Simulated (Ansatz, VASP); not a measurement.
Two plane-wave programs on PbF

```
CELL_PARAMETERS angstrom
2.12417 1.22639 2.64274
-2.12417 1.22639 2.64274
0.00000 -2.45278 2.64274
ATOMIC_POSITIONS crystal
Pb 0.00000 0.00000 0.00000
F 0.50000 0.50000 0.50000
```

Alike in both runs: functional PBE; k mesh 18 × 18 × 18; occupations gaussian, width 0.1 eV; no spin polarisation.

Ansatz relaxed the structure, and its values are those at the end. VASP's run is a single point on that final structure, the one shown.

```csv
,VASP,Ansatz
version,VASP 6.6.1,Ansatz 0.2.0
potentials or method,"VASP PAW PBE potentials, release 64 (Pb_d, F), cutoff 520 eV","scalar-relativistic, plane waves, PAW"
valence electrons in the cell,21,21
```

```csv
,VASP,Ansatz,Ansatz less VASP
gap on the k mesh at the Fermi level (eV),none,none,-
pressure (GPa),-0.2,0.0,+0.17
```

A gap of «none» marks a metal or a gap that the smearing closes. The functional is the same, so the differences come from potentials, cutoffs and numerics.

Neither program's run includes spin-orbit coupling.
